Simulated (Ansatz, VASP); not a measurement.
One calculation of PtS2, two programs

File INCAR:

```
PREC = Accurate ; ENCUT = 520
EDIFF = 1E-6 ; ISMEAR = 0
SIGMA = 0.1 ; LREAL = False
LASPH = True ; NELM = 80
ALGO = Normal ; ISIF = 2
LWAVE = False ; LCHARG = False
GGA = PE ; NBANDS = 18
```

Contents of KPOINTS:

```
regular mesh
0
Gamma
  18 18 4
```

POSCAR

```
PtS2
1.0
    3.0203984199      0.0000000000      0.0000000000
   -1.5101992100      2.6157417612      0.0000000000
    0.0000000000      0.0000000000     15.5948668428
Pt S
1 2
Direct
    0.3333333300      0.6666666700      0.0000000000
    0.6666666700      0.3333333300      0.9123347223
    0.6666666700      0.3333333300      0.0876652777
```

Input for Ansatz:

```yaml
crystal:
  lattice:
    - [3.0203984199, 0.0, 0.0]
    - [-1.51019921, 2.6157417612, 0.0]
    - [0.0, 0.0, 15.5948668428]
  atoms:
    - { symbol: Pt, position: [0.33333333, 0.66666667, 0.0] }
    - { symbol: S, position: [0.66666667, 0.33333333, 0.9123347223] }
    - { symbol: S, position: [0.66666667, 0.33333333, 0.0876652777] }
basis:
  ecutwfc: 420
kpoints:
  mp_grid: { grid: [18, 18, 4] }
hamiltonian:
  xc: pbe
scf:
  occupations: { method: gaussian, width: 0.1 }
output:
  forces: true
  stress: true
  eigenvalues: true
```

Alike in both runs: task single point; functional PBE; k mesh 18 × 18 × 4; occupations gaussian, width 0.1 eV; no spin polarisation.

```csv
,VASP,Ansatz
version,VASP 6.6.1,Ansatz 0.2.0
potentials or method,"VASP PAW PBE potentials, release 64 (Pt, S), cutoff 520 eV","scalar-relativistic, plane waves, PAW"
valence electrons in the cell,22,30
```

|  | VASP | Ansatz | Ansatz less VASP |
| --- | --- | --- | --- |
| gap on the k mesh at the Fermi level (eV) | none | none | - |
| rms of the force components (eV/Å) | 2.925 | 2.952 | +0.0277 |

Atom by atom the forces differ by 0.028 eV/Å (rms over components). A gap of «none» marks a metal or a gap that the smearing closes. With one functional, cell and mesh, what is left measures potentials, basis and numerics. VASP's potentials hold 22 valence electrons a cell and Ansatz's 30, so a difference there can come from the potentials and not from the codes.

Spin-orbit coupling is off throughout.
